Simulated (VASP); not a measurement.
Write the native input for VASP 6.6.1 that does the following.

```yaml
Task: single point
Functional: PBE
Potentials_or_basis: VASP PAW PBE potentials, release 64 (Be, Ir_sv_GW)
Cutoff: 560 eV
k_mesh: 4 × 4 × 6
Occupations: gaussian, width 0.1 eV
Spin: no spin polarisation
Dipole_correction: no
Further_INCAR_settings: ALGO = Normal; EDIFF = 1e-06; NBANDS = 45
```

The structure of BeIr2 lies in POSCAR:

```
BeIr2
1.0
    4.0729630385      0.0000000000      0.0000000000
    0.0000000000      4.9710199565      0.0000000000
    0.0000000000      0.0000000000      3.1032448440
Be Ir
2 4
Direct
    0.0000000000      0.0000000000      0.0000000000
    0.5000000000      0.5000000000      0.5000000000
    0.2004000000      0.3787000000      0.0000000000
    0.7996000000      0.6213000000      0.0000000000
    0.7004000000      0.1213000000      0.5000000000
    0.2996000000      0.8787000000      0.5000000000
```

These files were run (other wordings do the same):

INCAR

```
SYSTEM = BeIr2
ALGO = Normal ; EDIFF = 1E-6
ENCUT = 560 ; GGA = PE
GGA_COMPAT = .FALSE. ; ISIF = 2
ISMEAR = 0 ; LASPH = .TRUE.
LCHARG = .TRUE. ; LELF = .TRUE.
LREAL = .FALSE. ; LVHAR = .TRUE.
LWAVE = .FALSE. ; NBANDS = 45
NELM = 120 ; PREC = Accurate
SIGMA = 0.1
```

KPOINTS

```
k-points
0
G
  4 4 6
  0 0 0
```

Potentials or basis: VASP PAW PBE potentials, release 64 (Be, Ir_sv_GW).

Command:

```sh
$ cat potpaw_PBE.64/Be/POTCAR potpaw_PBE.64/Ir_sv_GW/POTCAR > POTCAR
$ mpirun -np 1 vasp_std > vasp.out
```

It gave:

| Quantity | Value |
| --- | --- |
| Pressure | 126.0 GPa |
| Largest force | 13.441 eV/Å |
| Band gap on the k mesh | zero (bands 36 and 37 overlap by 0.65 eV) |

Caveat: the k points lie up to 0.39 Å⁻¹ apart, too coarse for converged energies and pressures of a metal; spin-orbit coupling is left out, which moves the levels of the heavy elements; forces of over 1 eV/Å act on the atoms, so gaps and moduli don't describe the material at rest.

Wall time 83 s on 1 thread of Intel(R) Xeon(R) Platinum 8488C (Sapphire Rapids), on a shared host, peak memory 0.23 GiB.
